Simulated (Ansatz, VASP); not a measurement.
Two plane-wave programs on BeS

File INCAR:

```
SYSTEM = BeS
PREC     = Accurate       ! precision mode
ENCUT    = 600            ! plane-wave cutoff, eV
EDIFF    = 1E-6           ! SCF threshold, eV
ISMEAR   = 0              ! smearing method
SIGMA    = 0.01           ! smearing width, eV
LREAL    = .False.        ! projectors in reciprocal space
LASPH    = .True.         ! aspherical terms in the spheres
NELM     = 120            ! most SCF steps
ALGO     = Normal         ! electronic algorithm
ISIF     = 2              ! what is computed and relaxed
LWAVE    = .False.        ! write WAVECAR
LCHARG   = .True.         ! write CHGCAR
GGA      = PS             ! functional
LELF     = .True.         ! ELF
LVHAR    = .True.       
NBANDS   = 11             ! bands
GGA_COMPAT= .False.
```

Contents of KPOINTS:

```
Automatic mesh
0
Gamma
  8 8 8
  0 0 0
```

The input POSCAR:

```
BeS
1.0
    0.0000000000      2.4188308203      2.4188308203
    2.4188308203      0.0000000000      2.4188308203
    2.4188308203      2.4188308203      0.0000000000
Be S
1 1
Direct
    0.0000000000      0.0000000000      0.0000000000
    0.2500000000      0.2500000000      0.2500000000
```

Input for Ansatz:

```yaml
crystal:
  lattice:
    - [0.0, 2.4188308203, 2.4188308203]
    - [2.4188308203, 0.0, 2.4188308203]
    - [2.4188308203, 2.4188308203, 0.0]
  atoms:
    - { symbol: Be, position: [0.0, 0.0, 0.0] }
    - { symbol: S, position: [0.25, 0.25, 0.25] }
basis:
  ecutwfc: 600.0
kpoints:
  mp_grid: { grid: [8, 8, 8] }
  band_path:
    path:
      - [0.0, 0.0, 0.0]
      - [0.0, 0.0, 0.0]
      - [0.5, 0.5, 0.0]
      - [0.5, 0.5, 0.5]
      - [0.0046196266, 0.0046196266, 0.0]
      - [-0.0046196266, -0.0046196266, 0.0]
      - [0.0053342853, 0.0053342853, 0.0053342853]
      - [-0.0053342853, -0.0053342853, -0.0053342853]
      - [0.0046196266, 0.0046196266, 0.0]
      - [-0.0046196266, -0.0046196266, 0.0]
      - [0.5046196266, 0.5046196266, 0.0]
      - [0.4953803734, 0.4953803734, 0.0]
      - [0.5, 0.5046196266, 0.0046196266]
      - [0.5, 0.4953803734, -0.0046196266]
      - [0.5053342853, 0.5053342853, 0.5053342853]
      - [0.4946657147, 0.4946657147, 0.4946657147]
      - [0.4967334307, 0.5032665693, 0.5]
      - [0.5032665693, 0.4967334307, 0.5]
    npoints: 1
hamiltonian:
  xc: pbesol
  pseudopotentials: { kind: paw, azcp: { folder: soft_1 } }
scf:
  occupations: { method: fixed }
  n_extra_bands: 5
output:
  forces: true
  stress: true
  eigenvalues: true
```

Alike in both runs: task single point; functional PBEsol; k mesh 8 × 8 × 8; no spin polarisation.

|  | VASP | Ansatz |
| --- | --- | --- |
| version | VASP 6.6.1 | Ansatz 0.2.0 |
| potentials or method | VASP PAW PBE potentials, release 64 (Be, S), cutoff 600 eV | scalar-relativistic, plane waves, PAW |
| occupations | gaussian, width 0.01 eV | fixed |
| valence electrons in the cell | 8 | 8 |

Ansatz gave:

```
gap on the k mesh at the Fermi level (eV) : 2.91
least direct gap on the mesh (eV)         : 5.58
pressure (GPa)                            : 0.0
```

Problem. Which values does VASP return?

Solution. gap on the k mesh at the Fermi level (eV): 2.91; least direct gap on the mesh (eV): 5.61; pressure (GPa): 0.2.

VASP's potentials were made for PBE, not for PBEsol, and Ansatz warns of the same on its side.
